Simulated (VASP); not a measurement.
H:

```
H
1.0
     2.71575   -2.56495    0.00000
     2.71575    2.56495    0.00000
     0.00000    0.00000    4.42481
H
4
Cartesian
  2.7158 -2.3189 0.2837
  2.7158 0.2460 1.9287
  2.7158 -0.2460 2.4961
  2.7158 2.3189 4.1411
```

Base run:

- Program: VASP 6.6.1
- Functional: PBE0
- Potentials or basis: VASP PAW PBE potentials, release 64 (H)
- Cutoff: 520 eV
- k mesh: 6 × 6 × 4
- Occupations: gaussian, width 0.02 eV
- Spin: no spin polarisation

Its results: band gap on the k mesh 11.65 eV, indirect (least direct gap 12.18 eV); pressure -0.4 GPa; largest force 0.207 eV/Å.

Q: The run is repeated on the same cell with these changes: functional from PBE0 to PBE; k mesh from 6 × 6 × 4 to 6 × 6 × 6. What comes out?

A: Band gap on the k mesh 9.32 eV, indirect (least direct gap 9.82 eV); pressure -0.2 GPa; largest force 0.017 eV/Å.

Several settings changed at once, so the effect can't be laid on one alone.

Caveats: the PAW data sets were made with another functional, which shifts forces and pressure a little (some runs).

A k mesh can miss the band edges.
